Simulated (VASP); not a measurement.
Input of a VASP 6.6.1 run:

The input INCAR:

```
SYSTEM = MgO
PREC = Accurate ; ENCUT = 520
EDIFF = 1E-6 ; ISMEAR = 0
SIGMA = 0.01 ; LREAL = .False.
LASPH = .True. ; NELM = 100
ALGO = Normal ; ISIF = 2
LWAVE = .False. ; LCHARG = .True.
GGA = PS ; LELF = .True.
LVHAR = .True. ; NBANDS = 11
```

KPOINTS

```
regular mesh
0
Gamma
  4 4 4
  0 0 0
```

The input POSCAR:

```
MgO
1.0
    0.0000000000      2.1085000000      2.1085000000
    2.1085000000      0.0000000000      2.1085000000
    2.1085000000      2.1085000000      0.0000000000
Mg O
1 1
Direct
    0.0000000000      0.0000000000      0.0000000000
    0.5000000000      0.5000000000      0.5000000000
```

Potentials or basis: VASP PAW PBE potentials, release 64 (Mg, O).

Run with:

```bash
$ cat potpaw_PBE.64/Mg/POTCAR potpaw_PBE.64/O/POTCAR > POTCAR
$ mpirun -np 1 vasp_std > vasp.out
```

Problem. Predict the pressure.

Solution. -0.8 GPa.

Problem. What does it give for the band gap on the k mesh?

Solution. 4.59 eV, direct.

Caveat: the k points lie up to 0.65 Å⁻¹ apart; the PAW data sets were made with another functional, which shifts forces and pressure a little. A hybrid or GW would open this gap; PBEsol tends to underestimate it.
